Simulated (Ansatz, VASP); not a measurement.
One calculation of Rh, two programs

```xyz
1
Lattice="0.0000 1.9016 1.9016 1.9016 0.0000 1.9016 1.9016 1.9016 0.0000" Properties=species:S:1:pos:R:3 pbc="T T T"
Rh    0.0000    0.0000    0.0000
```

Alike in both runs: task electric field gradients; functional LDA; k mesh 16 × 16 × 16; occupations fermi-dirac, width 0.08 eV; no spin polarisation.

```csv
,VASP,Ansatz
version,VASP 6.6.1,Ansatz 0.2.0
potentials or method,"VASP PAW LDA potentials, release 64 (Rh_pv)","PAW with Ansatz's default frozen-core files, scalar-relativistic"
plane-wave cutoff (eV),520,420
valence electrons in the cell,15,17
```

|  | VASP | Ansatz | Ansatz less VASP |
| --- | --- | --- | --- |
| pressure (GPa) | -10.2 | -11.0 | -0.83 |

LDA's correlation is that of Perdew and Zunger in VASP and of Perdew and Wang (1992) in Ansatz. VASP's potentials hold 15 valence electrons a cell and Ansatz's 17, so a difference there can come from the potentials and not from the codes.
